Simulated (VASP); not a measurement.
Here is a VASP 6.6.1 calculation.

INCAR

```
SYSTEM = Pt
  ALGO = Fast
  EDIFF = 1E-6
  ENCUT = 520
  GGA = CA
  ISIF = 2
  ISMEAR = 0
  LASPH = .TRUE.
  LCHARG = .FALSE.
  LREAL = .FALSE.
  LWAVE = .FALSE.
  NBANDS = 11
  NELM = 60
  PREC = Accurate
  SIGMA = 0.15
```

The input KPOINTS:

```
k-points
0
G
  20 20 20
  0 0 0
```

The input POSCAR:

```
Pt
1.0
    0.0000000000      1.9468328700      1.9468328700
    1.9468328700      0.0000000000      1.9468328700
    1.9468328700      1.9468328700      0.0000000000
Pt
1
Direct
    0.0000000000      0.0000000000      0.0000000000
```

Potentials or basis: VASP PAW LDA potentials, release 64 (Pt).

Command:

```console
$ cat potpaw_LDA.64/Pt/POTCAR > POTCAR
$ mpirun -np 1 vasp_std > vasp.out
```

**Question.** What does it give for the pressure?

**Answer.** 0.9 GPa.

**Question.** What does it give for the band gap on the k mesh?

**Answer.** Zero (band 5 reaches 12.09 eV, above the bottom of band 6 at 9.77 eV).

Caveat: spin-orbit coupling is left out, which moves the levels of the heavy elements.
